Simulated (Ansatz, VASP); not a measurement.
Si in VASP and in Ansatz

File INCAR:

```
SYSTEM = Si
  PREC = Accurate
  ENCUT = 520
  EDIFF = 1E-6
  ISMEAR = 0
  SIGMA = 0.15
  LREAL = .False.
  LASPH = .True.
  NELM = 100
  ALGO = Normal
  ISIF = 2
  LWAVE = .False.
  LCHARG = .False.
  GGA = PS
  NBANDS = 26
```

The input KPOINTS:

```
regular mesh
0
Gamma
  10 10 10
  0 0 0
```

The input POSCAR:

```
Si
1.0
   -3.2461413772      3.2461413772      3.2461413772
    3.2461413772     -3.2461413772      3.2461413772
    3.2461413772      3.2461413772     -3.2461413772
Si
8
Direct
    0.2047947401      0.2047947401      0.2047947401
    0.5000000000      0.0000000000      0.2952052599
    0.2952052599      0.5000000000      0.0000000000
    0.0000000000      0.2952052599      0.5000000000
    0.7952052599      0.7952052599      0.7952052599
    0.5000000000      0.0000000000      0.7047947401
    0.7047947401      0.5000000000      0.0000000000
    0.0000000000      0.7047947401      0.5000000000
```

Input for Ansatz:

```yaml
crystal:
  lattice:
    - [-3.2461413772, 3.2461413772, 3.2461413772]
    - [3.2461413772, -3.2461413772, 3.2461413772]
    - [3.2461413772, 3.2461413772, -3.2461413772]
  atoms:
    - { symbol: Si, position: [0.2047947401, 0.2047947401, 0.2047947401] }
    - { symbol: Si, position: [0.5, 0.0, 0.2952052599] }
    - { symbol: Si, position: [0.2952052599, 0.5, 0.0] }
    - { symbol: Si, position: [0.0, 0.2952052599, 0.5] }
    - { symbol: Si, position: [0.7952052599, 0.7952052599, 0.7952052599] }
    - { symbol: Si, position: [0.5, 0.0, 0.7047947401] }
    - { symbol: Si, position: [0.7047947401, 0.5, 0.0] }
    - { symbol: Si, position: [0.0, 0.7047947401, 0.5] }
basis:
  ecutwfc: 420
kpoints:
  mp_grid: { grid: [10, 10, 10] }
hamiltonian:
  xc: pbesol
  pseudopotentials: { kind: paw, azcp: { folder: soft_1 } }
scf:
  occupations: { method: gaussian, width: 0.15 }
output:
  forces: true
  stress: true
  eigenvalues: true
```

Alike in both runs: task single point; functional PBEsol; k mesh 10 × 10 × 10; occupations gaussian, width 0.15 eV; no spin polarisation.

|  | VASP | Ansatz |
| --- | --- | --- |
| version | VASP 6.6.1 | Ansatz 0.2.0 |
| potentials or method | VASP PAW PBE potentials, release 64 (Si), cutoff 520 eV | scalar-relativistic, plane waves, PAW |
| valence electrons in the cell | 32 | 32 |

```tsv
	VASP	Ansatz	Ansatz less VASP
gap on the k mesh at the Fermi level (eV)	none	none	-
pressure (GPa)	5.8	5.7	-0.14
rms of the force components (eV/Å)	0.133	0.127	-0.0061
```

VASP's potentials were made for PBE, not for PBEsol, and Ansatz warns of the same on its side. Atom by atom the forces differ by 0.006 eV/Å (rms over components). A gap of «none» marks a metal or a gap that the smearing closes.
